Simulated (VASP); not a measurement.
# BeTe (F-43m) in VASP: further runs, part 2 of 2

VASP 6.6.1. The steps go on from the part before.

## 5. Relaxation of cell and atoms, PBE+D3(BJ)

This run uses another cell than the first one, of 21.25 Å³/atom.

INCAR

```
ALGO = Normal
EDIFF = 1E-7
EDIFFG = -0.01
ENCUT = 600
GGA = PE
GGA_COMPAT = False
IBRION = 2
ISIF = 3
ISMEAR = 1
IVDW = 12
LASPH = True
LCHARG = False
LREAL = False
LWAVE = False
NELM = 120
NELMIN = 4
NSW = 80
PREC = Accurate
SIGMA = 0.1
```

KPOINTS

```
k-points
0
Gamma
  6 6 6
```

POSCAR

```
BeTe
1.0
    0.0000000000      2.7700000000      2.7700000000
    2.7700000000      0.0000000000      2.7700000000
    2.7700000000      2.7700000000      0.0000000000
Be Te
1 1
Direct
    0.0000000000      0.0000000000      0.0000000000
    0.2500000000      0.2500000000      0.2500000000
```

Potentials or basis: VASP PAW PBE potentials, release 64 (Be, Te).

Command:

```bash
$ cat potpaw_PBE.64/Be/POTCAR potpaw_PBE.64/Te/POTCAR > POTCAR
$ mpirun -np 1 vasp_std > vasp.out
```

OUTCAR:

```text
EDIFF = 1E-7
   EDIFFG = -0.01
   ENCUT = 600
   GGA = PE
   IBRION = 2
   ISIF = 3
   ISMEAR = 1
   IVDW = 12
   LASPH = True
   LREAL = False
   NELM = 120
   NELMIN = 4
   NSW = 80
   PREC = Accurate
 IVDW          = 12

 ion  position               nearest neighbor table
   1  0.000  0.000  0.000-   2 2.40   2 2.40   2 2.40   2 2.40
   2  0.250  0.250  0.250-   1 2.40   1 2.40   1 2.40   1 2.40

  LATTYP: Found a face centered cubic cell.
 ALAT       =     5.5400000000

  Lattice vectors:

 A1 = (   0.0000000000,   2.7700000000,   2.7700000000)
 A2 = (   2.7700000000,   0.0000000000,   2.7700000000)
 A3 = (   2.7700000000,   2.7700000000,   0.0000000000)

Analysis of symmetry for initial positions (statically):
=====================================================================
 Subroutine PRICEL returns:
 Original cell was already a primitive cell.

[... 159 lines left out ...]
  free energy    TOTEN  =        -7.57835598 eV

  energy without entropy =       -7.57843651  energy(sigma->0) =       -7.57838282

------------------------ aborting loop because EDIFF is reached ----------------------------------------

 Edisp (eV)   -0.71331

 E8    (eV) :    -0.3039
[... 71 lines left out ...]
--------------------------------------- Ionic step        3  -------------------------------------------

 number of electron       8.0000000 magnetization

 Free energy of the ion-electron system (eV)
  ---------------------------------------------------
  ext. energy  EPLUGINS =         0.00000000
  ---------------------------------------------------
  free energy    TOTEN  =        -7.60282425 eV

  energy without entropy =       -7.60290477  energy(sigma->0) =       -7.60285109

 E-fermi :   5.4553     XC(G=0):  -9.1521

 val. band max:        5.3710781118   @ k =   0.0000   0.0000   0.0000
 cond. band min:       7.2835594122   @ k =   0.5000   0.5000   0.0000
 fundamental gap:      1.9124813004
 Fermi energy:         5.4552663066

 k-point     1 :       0.0000    0.0000    0.0000
  band No.  band energies     occupation
      1      -7.0871      2.00000
      2       5.3711      2.00000
      3       5.3711      2.00000
      4       5.3711      2.00000
      5       8.9583      0.00000
      6       8.9583      0.00000
      7       8.9583      0.00000
      8       9.3700      0.00000
[... 196 lines left out ...]
  FREE ENERGIE OF THE ION-ELECTRON SYSTEM (eV)
  ---------------------------------------------------
  free  energy   TOTEN  =        -8.2971933420 eV

  energy  without entropy=       -8.2972738685  energy(sigma->0) =       -8.29722018

 reached required accuracy - stopping structural energy minimisation
```

OSZICAR:

```text
N       E                     dE             d eps       ncg     rms          rms(c)
DAV:   1     0.218976195455E+02    0.21898E+02   -0.36925E+03   256   0.897E+02
DAV:   2    -0.707697839908E+01   -0.28975E+02   -0.28091E+02   384   0.106E+02
DAV:   3    -0.774808918192E+01   -0.67111E+00   -0.67113E+00   288   0.211E+01
[... 24 lines left out ...]
DAV:   3    -0.760283232020E+01    0.14779E-03   -0.66542E-04   280   0.131E-01    0.349E-02
DAV:   4    -0.760282746783E+01    0.48524E-05   -0.15699E-05   280   0.301E-02    0.279E-02
DAV:   5    -0.760282447044E+01    0.29974E-05   -0.94323E-06   328   0.177E-02    0.488E-03
DAV:   6    -0.760282424149E+01    0.22896E-06   -0.47485E-07   272   0.423E-03    0.195E-03
DAV:   7    -0.760282424705E+01   -0.55594E-08   -0.30423E-08   136   0.139E-03
   3 F= -.82971933E+01 E0= -.82972202E+01  d E =-.552658E-02
```

CONTCAR:

```text
BeTe
   1.00000000000000
     0.0000000000000000    2.7935531515362717    2.7935531515362717
     2.7935531515362717   -0.0000000000000000    2.7935531515362717
     2.7935531515362717    2.7935531515362717   -0.0000000000000000
  Be              Te
     1     1
Direct
     0.0000000000000000    0.0000000000000000    0.0000000000000000
     0.2500000000000000    0.2500000000000000    0.2500000000000000

  0.00000000E+00  0.00000000E+00  0.00000000E+00
  0.00000000E+00  0.00000000E+00  0.00000000E+00
```

Wall time 14 s (1 thread of Intel Xeon 6975P-C (Granite Rapids), shared host); peak memory 0.18 GiB.

Results:

- Free energy: -8.2972 eV
- Relaxed volume: 21.80 Å³/atom
- Relaxed cell: a = 3.951 Å, b = 3.951 Å, c = 3.951 Å, α = 60.00°, β = 60.00°, γ = 60.00°
- Space group after relaxing (to 0.1 Å): F-43m (No. 216)
- Energy gained by relaxing: 2.8 meV/atom
- Ionic steps: 3
- Pressure after relaxing: 0.0 GPa
- Band gap on the k mesh: 1.91 eV (least direct gap 3.59 eV)
- Dispersion energy per atom: -0.347 eV

The path:
```tsv
step	energy change (eV)	largest force (eV/Å)	pressure (GPa)	volume (Å³)
1	0.0000	0.0000	1.66	42.51
2	-0.0052	0.0000	-0.38	43.88
3	-0.0055	0.0000	0.01	43.60
```

Final structure:
```
Be Te
1.0
     0.00000    2.79355    2.79355
     2.79355    0.00000    2.79355
     2.79355    2.79355    0.00000
Be Te
1 1
Direct
  0.00000 0.00000 0.00000
  0.25000 0.25000 0.25000
```

Caveat: spin-orbit coupling is left out, which moves the levels of the heavy elements. As with any semilocal functional, this PBE gap is likely too small.

## 6. Relaxation of cell and atoms, PBE

This run uses another cell than the first one, of 21.25 Å³/atom.

INCAR

```
SYSTEM = BeTe
ALGO = Normal
EDIFF = 1E-7
EDIFFG = -0.01
ENCUT = 600
GGA = PE
GGA_COMPAT = .FALSE.
IBRION = 2
ISIF = 3
ISMEAR = 1
LASPH = .TRUE.
LCHARG = .FALSE.
LREAL = .FALSE.
LWAVE = .FALSE.
NELM = 120
NELMIN = 4
NSW = 80
PREC = Accurate
SIGMA = 0.1
```

KPOINTS

```
k-points
0
G
  6 6 6
  0 0 0
```

POSCAR is that of step 5.

Potentials or basis: VASP PAW PBE potentials, release 64 (Be, Te).

Command:

```bash
$ cat potpaw_PBE.64/Be/POTCAR potpaw_PBE.64/Te/POTCAR > POTCAR
$ mpirun -np 1 vasp_std > vasp.out
```

Run time: 12 s. Hardware: 1 thread of Intel Xeon 6975P-C (Granite Rapids), shared host; peak memory 0.18 GiB.

It converged, with:

- Free energy: -7.6188 eV
- Relaxed volume: 22.78 Å³/atom
- Relaxed cell: a = 4.009 Å, b = 4.009 Å, c = 4.009 Å, α = 60.00°, β = 60.00°, γ = 60.00°
- Space group after relaxing (to 0.1 Å): F-43m (No. 216)
- Energy gained by relaxing: 20.2 meV/atom
- Ionic steps: 3
- Pressure after relaxing: 0.0 GPa
- Band gap on the k mesh: 2.02 eV (least direct gap 3.62 eV)

The path:
```tsv
step	energy change (eV)	largest force (eV/Å)	pressure (GPa)	volume (Å³)
1	0.0000	0.0000	4.50	42.51
2	-0.0384	0.0000	-0.87	46.29
3	-0.0404	0.0000	0.01	45.55
```

Final structure:
```
Be Te
1.0
     0.00000    2.83458    2.83458
     2.83458    0.00000    2.83458
     2.83458    2.83458    0.00000
Be Te
1 1
Direct
  0.00000 0.00000 0.00000
  0.25000 0.25000 0.25000
```

Levels at points of the mesh, in eV from the valence-band top:
```csv
k point,band 2,band 3,band 4,band 5,band 6,band 7
"(0.00, 0.00, 0.00)",0.00,0.00,0.00,3.62,3.62,3.62
"(0.50, 0.00, 0.00)",-5.42,-1.10,-1.10,3.02,4.60,4.60
"(0.50, 0.50, 0.00)",-5.01,-2.57,-2.57,2.02,2.69,9.58
```

Caveat: spin-orbit coupling is left out, which moves the levels of the heavy elements. Zero-point motion and thermal expansion aren't in these numbers.

## 7. Relaxation of cell and atoms, LDA

This run uses another cell than the first one, of 21.25 Å³/atom.

INCAR

```
PREC = Accurate ; ENCUT = 600
EDIFF = 1E-7 ; ISMEAR = 1
SIGMA = 0.1 ; LREAL = F
LASPH = T ; NELM = 120
ALGO = Normal ; ISIF = 3
LWAVE = F ; LCHARG = F
IBRION = 2 ; NSW = 80
EDIFFG = -0.01 ; GGA_COMPAT = F
NELMIN = 4
```

KPOINTS

```
Automatic mesh
0
Gamma
  6 6 6
```

POSCAR is that of step 6.

Potentials or basis: VASP PAW LDA potentials, release 64 (Be, Te).

Command:

```bash
$ cat potpaw_LDA.64/Be/POTCAR potpaw_LDA.64/Te/POTCAR > POTCAR
$ mpirun -np 1 vasp_std > vasp.out
```

Wall time 6.9 s (1 thread of Intel Xeon 6975P-C (Granite Rapids), shared host); peak memory 0.15 GiB.

The run converged. Its results:

- Free energy: -8.7203 eV
- Relaxed volume: 21.53 Å³/atom
- Relaxed cell: a = 3.934 Å, b = 3.934 Å, c = 3.934 Å, α = 60.00°, β = 60.00°, γ = 60.00°
- Space group after relaxing (to 0.1 Å): F-43m (No. 216)
- Energy gained by relaxing: 0.7 meV/atom
- Ionic steps: 3
- Pressure after relaxing: 0.0 GPa
- Band gap on the k mesh: 1.78 eV (least direct gap 3.55 eV)

Step by step:
| step | energy change (eV) | largest force (eV/Å) | pressure (GPa) | volume (Å³) |
| --- | --- | --- | --- | --- |
| 1 | 0.0000 | 0.0000 | 0.84 | 42.51 |
| 2 | -0.0013 | 0.0000 | -0.21 | 43.20 |
| 3 | -0.0014 | 0.0000 | 0.00 | 43.05 |

Final structure:
```cif
data_structure
_symmetry_space_group_name_H-M 'P 1'
_symmetry_Int_Tables_number 1
_cell_length_a 3.9340
_cell_length_b 3.9340
_cell_length_c 3.9340
_cell_angle_alpha 60.000
_cell_angle_beta 60.000
_cell_angle_gamma 60.000
_cell_volume 43.05
loop_
_atom_site_label
_atom_site_type_symbol
_atom_site_fract_x
_atom_site_fract_y
_atom_site_fract_z
_atom_site_occupancy
Be1 Be 0.00000 0.00000 0.00000 1
Te1 Te 0.25000 0.25000 0.25000 1
```

Levels at points of the mesh, in eV from the valence-band top:
```tsv
k point	band 1	band 2	band 3	band 4	band 5	band 6	band 7	band 8
(0.00, 0.00, 0.00)	-12.56	0.00	0.00	0.00	3.55	3.55	3.55	3.99
(0.50, 0.00, 0.00)	-11.14	-5.77	-1.19	-1.19	3.15	4.54	4.54	7.63
(0.50, 0.50, 0.00)	-10.62	-5.28	-2.79	-2.79	1.78	2.60	9.83	9.83
```

Caveat: spin-orbit coupling is left out, which moves the levels of the heavy elements. A k mesh can miss the band edges.

## 8. Overview

| task | level | potentials or basis | cell | gap on the mesh (eV) | pressure (GPa) | relaxed volume (Å³/atom) |
| --- | --- | --- | --- | --- | --- | --- |
| single point | PBE+D3(BJ) | VASP PAW PBE potentials, release 64 (Be, Te) | a = 3.948 Å, angles 60.0°, 2 atoms | 1.91 | 0.2 | - |
| single point | LDA | VASP PAW LDA potentials, release 64 (Be, Te) | a = 3.929 Å, angles 60.0°, 2 atoms | 1.77 | 0.3 | - |
| single point | PBE | VASP PAW PBE potentials, release 64 (Be, Te) | a = 4.006 Å, angles 60.0°, 2 atoms | 2.01 | 0.1 | - |
| relaxation of cell and atoms | PBE+D3(BJ) | VASP PAW PBE potentials, release 64 (Be, Te) | relaxed from a = 3.917 Å, angles 60.0°, 2 atoms | 1.91 | 0.0 | 21.80 |
| relaxation of cell and atoms | PBE | VASP PAW PBE potentials, release 64 (Be, Te) | relaxed from a = 3.917 Å, angles 60.0°, 2 atoms | 2.02 | 0.0 | 22.78 |
| relaxation of cell and atoms | LDA | VASP PAW LDA potentials, release 64 (Be, Te) | relaxed from a = 3.917 Å, angles 60.0°, 2 atoms | 1.78 | 0.0 | 21.53 |

Alike in all rows: no spin polarisation; k mesh 6 × 6 × 6; cutoff (eV) 600; smearing methfessel-paxton 0.1 eV.

Caveats: spin-orbit coupling is left out, which moves the levels of the heavy elements.

Total energies depend on the potentials used, so only differences within one code and one set of settings carry meaning.
